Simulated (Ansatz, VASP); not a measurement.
**One calculation of YSe, two programs**

```
Y Se
1.0
     0.00000    2.89404    2.89404
     2.89404    0.00000    2.89404
     2.89404    2.89404    0.00000
Y Se
1 1
Direct
  0.00000 0.00000 0.00000
  0.50000 0.50000 0.50000
```

Change from the starting cell: volume scaled by 1.02, crystal datasets.

Alike in both runs: task electric field gradients; functional LDA; k mesh 7 × 7 × 7; occupations fermi-dirac, width 0.03 eV; no spin polarisation.

|  | VASP | Ansatz |
| --- | --- | --- |
| version | VASP 6.6.1 | Ansatz 0.2.0 |
| potentials or method | VASP PAW LDA potentials, release 64 (Y_sv, Se), cutoff 520 eV | all-electron PAW with datasets made for the crystal, scalar-relativistic |

```csv
,VASP,Ansatz,Ansatz less VASP
pressure (GPa),-5.9,-6.0,-0.12
```

LDA's correlation is that of Perdew and Zunger in VASP and of Perdew and Wang (1992) in Ansatz. Ansatz ran all-electron here, and VASP with PAW potentials.
